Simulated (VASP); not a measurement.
Write the native input for VASP 6.6.1 that does the following.

- Task: single point
- Functional: PBE
- Potentials or basis: VASP PAW PBE potentials, release 64 (Hf_pv, Sn_d, O)
- Cutoff: 520 eV
- k mesh: 4 × 4 × 6
- Occupations: gaussian, width 0.1 eV
- Spin: no spin polarisation
- Dipole correction: no
- Further INCAR settings: ALGO = Normal; EDIFF = 1e-06; NBANDS = 33

The structure of HfSnO4 lies in POSCAR:

```
HfSnO4
1.0
    3.4289355522     -3.4552256231      0.0000000000
    3.4289355522      3.4552256231      0.0000000000
    0.0000000000      0.0000000000      3.2276659367
Hf Sn O
1 1 4
Direct
    0.0000000000      0.0000000000      0.0000000000
    0.5000000000      0.5000000000      0.5000000000
    0.1943675013      0.1943675013      0.5000000000
    0.6943464203      0.3056535797      0.0000000000
    0.3056535797      0.6943464203      0.0000000000
    0.8056324987      0.8056324987      0.5000000000
```

One way to write it, as run:

INCAR

```
PREC = Accurate
ENCUT = 520
EDIFF = 1E-6
ISMEAR = 0
SIGMA = 0.1
LREAL = F
LASPH = T
NELM = 60
ALGO = Normal
ISIF = 2
LWAVE = F
LCHARG = F
GGA = PE
NBANDS = 33
```

KPOINTS

```
regular mesh
0
Gamma
  4 4 6
```

Potentials or basis: VASP PAW PBE potentials, release 64 (Hf_pv, Sn_d, O).

Command:

```console
$ cat potpaw_PBE.64/Hf_pv/POTCAR potpaw_PBE.64/Sn_d/POTCAR potpaw_PBE.64/O/POTCAR > POTCAR
$ mpirun -np 1 vasp_std > vasp.out
```

Results of the run:

| Item | Value |
| --- | --- |
| Pressure | -1.1 GPa |
| Largest force | 0.226 eV/Å |
| Band gap on the k mesh | 2.13 eV |

Caveat: spin-orbit coupling is left out, which moves the levels of the heavy elements.

Run time: 77 s on 1 thread of AMD EPYC 9755 128-Core Processor, on a shared host, peak memory 0.17 GiB.
